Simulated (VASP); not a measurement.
# Ti18H (a cell with a defect) in VASP: single point with PBEsol

Aim: the single point of Ti18H (a cell with a defect) with PBEsol.

All numbers are computed with VASP 6.6.1; they aren't measurements. Logs are shortened: lines on timing, memory, paths and dates and some standing lists are left out, and cuts for length are marked.

## (1) The cell of the first run

The cell holds a defect, 19 atoms: a = 6.805 Å, b = 6.805 Å, c = 6.805 Å, α = 79.48°, β = 79.48°, γ = 79.48°.

## (2) Single point, PBEsol

Contents of INCAR:

```
SYSTEM = Ti18H
ALGO     = All            ! electronic algorithm
EDIFF    = 1E-6           ! SCF threshold, eV
ENCUT    = 450            ! plane-wave cutoff, eV
GGA      = PS             ! functional
GGA_COMPAT= .FALSE.      
ISEARCH  = 1            
ISIF     = 2              ! what is computed and relaxed
ISMEAR   = 0              ! smearing method
KPAR     = 4            
LASPH    = .TRUE.         ! aspherical terms in the spheres
LCHARG   = .FALSE.        ! write CHGCAR
LREAL    = .FALSE.        ! projectors in reciprocal space
LWAVE    = .FALSE.        ! write WAVECAR
NBANDS   = 124            ! bands
NELM     = 300            ! most SCF steps
PREC     = Accurate       ! precision mode
SIGMA    = 0.1            ! smearing width, eV
```

Contents of KPOINTS:

```
Automatic mesh
0
Gamma
  4 4 4
  0.5 0.5 0.5
```

Contents of POSCAR:

```
Ti18H
1.0
    4.3506528002     -2.5118505654     -4.5909904469
   -4.3506528002     -2.5118505654     -4.5909904469
    0.0000000000      5.0237011307     -4.5909904469
Ti H
18 1
Direct
    0.1402806816      0.4720973230      0.1382138426
    0.8048727428      0.4720971648      0.4736218422
    0.4720929772      0.1402738074      0.1382307259
    0.4677054788      0.4676919176      0.8010409804
    0.1405066564      0.1404986117      0.4738379493
    0.8100110316      0.8100055152      0.1433428184
    0.8048844090      0.1402756404      0.8054332252
    0.4721007949      0.8048807400      0.4736208880
    0.1402824581      0.8048762864      0.8054395398
    0.1925031559      0.1924980992      0.8617506312
    0.8613189771      0.1945693804      0.1946476796
    0.5212790658      0.8684506443      0.8546130127
    0.5284202747      0.1925118336      0.5258459162
    0.1945659615      0.8613348657      0.1946744172
    0.8684716996      0.5212835719      0.8545981245
    0.8613356679      0.8613246351      0.5278937156
    0.5212604615      0.5212779301      0.2017963693
    0.1924996535      0.5284221155      0.5258264145
    0.6732824433      0.6732642851      0.0066148762
```

Potentials or basis: VASP PAW PBE potentials, release 64 (Ti_sv, H).

On the command line:

```sh
> cat potpaw_PBE.64/Ti_sv/POTCAR potpaw_PBE.64/H/POTCAR > POTCAR
> mpirun -np 4 vasp_std > vasp.out
```

OUTCAR:

```text
SYSTEM = Ti18H
   EDIFF = 1E-6
   ENCUT = 450
   GGA = PS
   ISIF = 2
   ISMEAR = 0
   LASPH = .TRUE.
   LREAL = .FALSE.
   NELM = 300
   PREC = Accurate

 ion  position               nearest neighbor table
   1  0.140  0.472  0.138-  17 2.79  18 2.83  14 2.84  11 2.85  15 2.85  10 2.85   3 2.89   4 2.89
                             9 2.90   5 2.90   6 2.91   2 2.92
   2  0.805  0.472  0.474-  15 2.79  18 2.83  16 2.84  11 2.85  17 2.85  13 2.85   7 2.89   4 2.89
                             8 2.90   5 2.90   6 2.91   1 2.92
   3  0.472  0.140  0.138-  17 2.79  13 2.83  11 2.84  14 2.85  12 2.85  10 2.85   1 2.89   4 2.89
                             7 2.90   5 2.90   6 2.91   8 2.92
   4  0.468  0.468  0.801-  13 2.81  10 2.81  18 2.81   2 2.89   7 2.89   1 2.89   9 2.89   3 2.89
                             8 2.89  17 2.91  12 2.91  15 2.91
   5  0.141  0.140  0.474-  10 2.82  18 2.82  13 2.82  14 2.86  16 2.86  11 2.86   3 2.90   8 2.90
                             7 2.90   1 2.90   9 2.90   2 2.90
   6  0.810  0.810  0.143-  19 1.88  16 2.79  11 2.79  14 2.79   9 2.91   1 2.91   7 2.91   3 2.91
                             2 2.91   8 2.91
   7  0.805  0.140  0.805-  15 2.79  10 2.83  11 2.84  16 2.85  12 2.85  13 2.85   2 2.89   4 2.89
                             3 2.90   5 2.90   6 2.91   9 2.92
   8  0.472  0.805  0.474-  12 2.79  13 2.83  16 2.84  14 2.85  17 2.85  18 2.85   9 2.89   4 2.89
                             2 2.90   5 2.90   6 2.91   3 2.92
   9  0.140  0.805  0.805-  12 2.79  10 2.83  14 2.84  16 2.85  15 2.85  18 2.85   8 2.89   4 2.89
[... 4 lines left out ...]
                            14 2.90  16 2.90  15 2.90  17 2.90
  12  0.521  0.868  0.855-  19 1.81   8 2.79   9 2.79  10 2.84  13 2.84   7 2.85   3 2.85  14 2.90
                            16 2.90   4 2.91
  13  0.528  0.193  0.526-   4 2.81   5 2.82   3 2.83   8 2.83  17 2.84  12 2.84   2 2.85   7 2.85
                            11 2.89  16 2.89
  14  0.195  0.861  0.195-   6 2.79   9 2.84   1 2.84   3 2.85   8 2.85   5 2.86  18 2.89  10 2.89
                            16 2.90  11 2.90  17 2.90  12 2.90
  15  0.868  0.521  0.855-  19 1.81   2 2.79   7 2.79  18 2.84  10 2.84   9 2.85   1 2.85  16 2.90
                            11 2.90   4 2.91
  16  0.861  0.861  0.528-   6 2.79   2 2.84   8 2.84   7 2.85   9 2.85   5 2.86  18 2.89  13 2.89
                            14 2.90  11 2.90  15 2.90  12 2.90
  17  0.521  0.521  0.202-  19 1.81   1 2.79   3 2.79  18 2.84  13 2.84   8 2.85   2 2.85  14 2.90
                            11 2.90   4 2.91
  18  0.192  0.528  0.526-   4 2.81   5 2.82   1 2.83   2 2.83  17 2.84  15 2.84   8 2.85   9 2.85
                            14 2.89  16 2.89
  19  0.673  0.673  0.007-  15 1.81  17 1.81  12 1.81   6 1.88

  LATTYP: Found a trigonal (rhomboedric) cell.
 ALAT       =     6.8054953041
 COS(alpha) =     0.1826287257

  Lattice vectors:

 A1 = (   4.3506528002,  -2.5118505654,  -4.5909904469)
 A2 = (  -4.3506528002,  -2.5118505654,  -4.5909904469)
 A3 = (   0.0000000000,   5.0237011307,  -4.5909904469)

Analysis of symmetry for initial positions (statically):
=====================================================================
 Subroutine PRICEL returns:
 Original cell was already a primitive cell.

 Routine SETGRP: Setting up the symmetry group for a
 trigonal (rhombohedral) supercell.

 Subroutine GETGRP returns: Found  1 space group operations
 (whereof  1 operations were pure point group operations)
 out of a pool of 12 trial point group operations.

The static configuration has the point symmetry C_1 .

Analysis of symmetry for dynamics (positions and initial velocities):
=====================================================================
 Subroutine PRICEL returns:
 Original cell was already a primitive cell.

 Routine SETGRP: Setting up the symmetry group for a
 trigonal (rhombohedral) supercell.

 Subroutine GETGRP returns: Found  1 space group operations
 (whereof  1 operations were pure point group operations)
 out of a pool of 12 trial point group operations.

The dynamic configuration has the point symmetry C_1 .

 Subroutine INISYM returns: Found  1 space group operations
 (whereof  1 operations are pure point group operations),
 and found     1 'primitive' translations

----------------------------------------------------------------------------------------

                                     Primitive cell

  volume of cell :     301.0273

  direct lattice vectors                    reciprocal lattice vectors
     4.350652800 -2.511850565 -4.590990447     0.114925282 -0.066352143 -0.072605974
    -4.350652800 -2.511850565 -4.590990447    -0.114925282 -0.066352143 -0.072605974
     0.000000000  5.023701131 -4.590990447     0.000000000  0.132704285 -0.072605974
[... 48 lines left out ...]

 KPOINTS: Automatic mesh

Automatic generation of k-mesh.
 Grid dimensions read from file:
 generate k-points for:    4    4    4

 Generating k-lattice:

  Cartesian coordinates                     Fractional coordinates (reciprocal lattice)
     0.028731321 -0.016588036 -0.018151494     0.250000000  0.000000000 -0.000000000
    -0.028731321 -0.016588036 -0.018151494     0.000000000  0.250000000 -0.000000000
     0.000000000  0.033176071 -0.018151494    -0.000000000 -0.000000000  0.250000000

  Length of vectors
     0.037817039  0.037817039  0.037817039

  Shift w.r.t. Gamma in fractional coordinates (k-lattice)
     0.500000000  0.500000000  0.500000000

 Subroutine IBZKPT returns following result:
 ===========================================

 Found     32 irreducible k-points:

 Following reciprocal coordinates:
            Coordinates               Weight
  0.125000  0.125000  0.125000      2.000000
  0.375000  0.125000  0.125000      2.000000
  0.125000  0.375000  0.125000      2.000000
  0.125000  0.125000  0.375000      2.000000
 -0.375000  0.125000  0.125000      2.000000
  0.125000 -0.375000  0.125000      2.000000
[... 16 lines left out ...]
 -0.375000  0.125000 -0.125000      2.000000
  0.375000  0.125000 -0.125000      2.000000
 [... further k-points ...]
   k-points           NKPTS =     32   k-points in BZ     NKDIM =     32   number of bands    NBANDS=    124
   number of dos      NEDOS =    301   number of ions     NIONS =     19
   total plane-waves  NPLWV = 110592
   dimension x,y,z NGX =    48 NGY =   48 NGZ =   48
   dimension x,y,z NGXF=    96 NGYF=   96 NGZF=   96
   ions per type =              18   1
   NGX,Y,Z   is equivalent  to a cutoff of  11.73, 11.73, 11.73 a.u.
   NGXF,Y,Z  is equivalent  to a cutoff of  23.45, 23.45, 23.45 a.u.
 SYSTEM =  Ti18H
   PREC   = accura    normal or accurate (medium, high low for compatibility)
   ISTART =      0    job   : 0-new  1-cont  2-samecut
   ICHARG =      2    charge: 1-file 2-atom 10-const
   ISPIN  =      1    spin polarized calculation?
   LNONCOLLINEAR =      F non collinear calculations
   LSORBIT =      F    spin-orbit coupling
   LASPH  =      T    aspherical Exc in radial PAW
   ENCUT  =  450.0 eV  33.07 Ry    5.75 a.u.  11.77 11.77 11.77*2*pi/ulx,y,z
   NELM   =    300;   NELMIN=  2; NELMDL= -5     # of ELM steps
   EDIFF  = 0.1E-05   stopping-criterion for ELM
   LREAL  =      F    real-space projection
[... 7 lines left out ...]
   TEBEG  =    0.0;   TEEND  =   0.0 temperature during run
   PSTRESS=    0.0 pullay stress
   NELECT =     217.0000    total number of electrons
   NUPDOWN=      -1.0000    fix difference up-down
   EMIN   =  10.00;   EMAX   =-10.00  energy-range for DOS
   EFERMI =   0.00;   METHOD = LEGACY
   ISMEAR =     0;   SIGMA  =   0.10  broadening in eV -4-tet -1-fermi 0-gaus
   EFERMI_NEDOS =   21; number of points for ismear=-14 and -15
   IALGO  =     58    algorithm
   IMIX   =      4    mixing-type and parameters
     AMIX     =   0.40;   BMIX     =  1.00
     AMIX_MAG =   1.60;   BMIX_MAG =  1.00
  volume/ion in A,a.u.               =      15.84       106.92
  Fermi-wavevector in a.u.,A,eV,Ry     =   1.467888  2.773905 29.316390  2.154694
  Thomas-Fermi vector in A             =   2.583451
   LORBIT       =      0    0 simple, 1 ext, 2 COOP (PROOUT), +10 PAW based schemes
   GGA     = PS    functional components
   LHFCALC =     F    Hartree Fock is set to
   AEXX    =    0.0000 exact exchange contribution
   IVDW    =     0    specifies the selected vdW correction
   LEPSILON=     F    determine dielectric tensor
   LRPA    =     F    only Hartree local field effects (RPA)
 non-spin polarized calculation
 Gauss-broadening in eV      SIGMA  =   0.10
  energy-cutoff  :      450.00
  volume of cell :      301.03
 maximum number of plane-waves:      6550
   NGX = 23   NGY = 23   NGZ = 23

 number of electron     216.9999969 magnetization

 Free energy of the ion-electron system (eV)
  ---------------------------------------------------
  ext. energy  EPLUGINS =         0.00000000
  ---------------------------------------------------
  free energy    TOTEN  =      -153.84621508 eV

  energy without entropy =     -153.73310741  energy(sigma->0) =     -153.78966125

 E-fermi :   8.6726     XC(G=0): -11.8520

 val. band max:        8.6165825364   @ k =  -0.3750  -0.3750   0.1250
 cond. band min:       8.6860787777   @ k =   0.3750  -0.1250   0.3750
 fundamental gap:      0.0694962413
 Fermi energy:         8.6726407607

 k-point     1 :       0.1250    0.1250    0.1250
  band No.  band energies     occupation
      1     -47.9004      2.00000
      2     -47.8126      2.00000
      3     -47.8051      2.00000
      4     -47.8050      2.00000
      5     -47.7890      2.00000
      6     -47.7799      2.00000
[... 2941 lines left out ...]
    119       9.2479      0.00000
    120       9.3226      0.00000

 [... further k-points ...]

 [bands above 120 left out]

------------------------ aborting loop because EDIFF is reached ----------------------------------------

  FORCE on cell =-STRESS in cart. coord.  units (eV):
  Direction    XX          YY          ZZ          XY          YZ          ZX
  --------------------------------------------------------------------------------------
  -------------------------------------------------------------------------------------
  Total        1.1788637      1.1814792      1.9048034     -0.0015112      0.0003777      0.0003129
  in kB        6.2743440      6.2882645     10.1380604     -0.0080433      0.0020101      0.0016654
  external PRESSURE =       7.5668896 kB  Pullay stress =       0.0000000 kB

 VOLUME and BASIS-vectors are now :
 -----------------------------------------------------------------------------
  energy-cutoff  :      450.00
  volume of cell :      301.03
      direct lattice vectors                 reciprocal lattice vectors
     4.350652800 -2.511850565 -4.590990447     0.114925282 -0.066352143 -0.072605974
    -4.350652800 -2.511850565 -4.590990447    -0.114925282 -0.066352143 -0.072605974
     0.000000000  5.023701131 -4.590990447     0.000000000  0.132704285 -0.072605974

 POSITION                                       TOTAL-FORCE (eV/Angst)
 -----------------------------------------------------------------------------------
     -1.44362     -0.84386     -3.44596         0.000034     -0.001746     -0.000172
      1.44779     -0.82822     -8.03695        -0.000343      0.001029     -0.000481
      1.44363     -0.84374     -3.44599        -0.000650     -0.002447     -0.000703
      0.00006      1.67461     -7.97197        -0.000338     -0.000003     -0.007992
      0.00003      1.67458     -3.46548        -0.000820      0.000618     -0.002966
      0.00002     -3.34913     -8.09557         0.000900     -0.000333     -0.015710
[... 11 lines left out ...]
     -1.46148      0.83075     -5.72381        -0.000275      0.000570     -0.001851
      0.00008     -3.34909     -6.21235        -0.000033     -0.000104     -0.010825
 -----------------------------------------------------------------------------------
    total drift:                                0.000027     -0.000079     -0.000025

  FREE ENERGIE OF THE ION-ELECTRON SYSTEM (eV)
  ---------------------------------------------------
  free  energy   TOTEN  =      -153.8462150840 eV

  energy  without entropy=     -153.7331024212  energy(sigma->0) =     -153.78965875
```

Wall time 27 min (4 MPI ranks of Intel Xeon Platinum 8259CL at 2.50GHz (Skylake/Cascade Lake), shared host); peak memory 1.6 GiB.

What came out:

* Free energy: -153.8462 eV
* Pressure: 0.8 GPa
* Largest force: 0.018 eV/Å
* Band gap on the k mesh: zero (an odd number of electrons rules out a gap without spin polarisation)

Forces in eV/Å, atoms in the order of the input:
```
Ti   0.000 -0.002  0.000
Ti   0.000  0.001  0.000
Ti  -0.001 -0.002 -0.001
Ti   0.000  0.000 -0.008
Ti  -0.001  0.001 -0.003
Ti   0.001  0.000 -0.016
Ti  -0.001  0.000  0.000
Ti   0.001  0.002  0.000
Ti   0.002  0.001  0.000
Ti   0.000  0.000 -0.002
Ti   0.001  0.001  0.004
Ti  -0.013 -0.008  0.010
Ti   0.001  0.000 -0.002
Ti  -0.002  0.001  0.006
Ti   0.013 -0.007  0.010
Ti   0.000 -0.001  0.004
Ti   0.000  0.015  0.010
Ti   0.000  0.001 -0.002
H    0.000  0.000 -0.011
```

Levels at points of the mesh, in eV from the Fermi level:
```tsv
k point	band 104	band 105	band 106	band 107	band 108	band 109	band 110	band 111
(0.12, 0.12, 0.12)	-0.58	-0.58	-0.58	0.07	0.08	0.14	0.14	0.39
```

Caveat: the PAW data sets were made with another functional, which shifts forces and pressure a little.

The gap in the log of VASP goes by the Fermi energy; the results here count the filled bands.